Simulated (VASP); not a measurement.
Runs of VASP 6.6.1 on As3O2. The structure is that of space group R32 (No. 155), or close to it. The cells are those of the table. 

```tsv
task	cell	k mesh	cutoff (eV)	gap on the mesh (eV)	pressure (GPa)	relaxed volume (Å³/atom)	largest force (eV/Å)
single point	a = 4.256 Å, angles 90.7°, 5 atoms	6 × 6 × 6	520	none	4.5	-	(a)
single point	a = 4.293 Å, angles 84.2°, 5 atoms	12 × 12 × 12	520	none	0.1	-	0.03
single point	a = 4.290 Å, angles 84.2°, 5 atoms	6 × 6 × 6	520	none	0.2	-	0.03
relaxation of cell and atoms	relaxed from a = 4.256 Å, angles 90.7°, 5 atoms	6 × 6 × 6	600	none	0.2	(b)	0.03
relaxation of cell and atoms	relaxed from a = 4.290 Å, angles 84.2°, 5 atoms	12 × 12 × 12	600	none	0.0	15.58	0.01
```

Alike in all rows: level PBE; potentials or basis VASP PAW PBE potentials, release 64 (As, O); no spin polarisation; smearing gaussian 0.1 eV.

Problem. Fill in the values left out.

Solution. (a) 1.43; (b) 15.55.

Caveats: an odd number of electrons without spin polarisation forces a metal; a magnetic or distorted state may lie lower.

A k mesh can miss the band edges, and the runs leave out spin-orbit coupling on As.

A gap of «none» marks levels without a gap at the run's occupations.
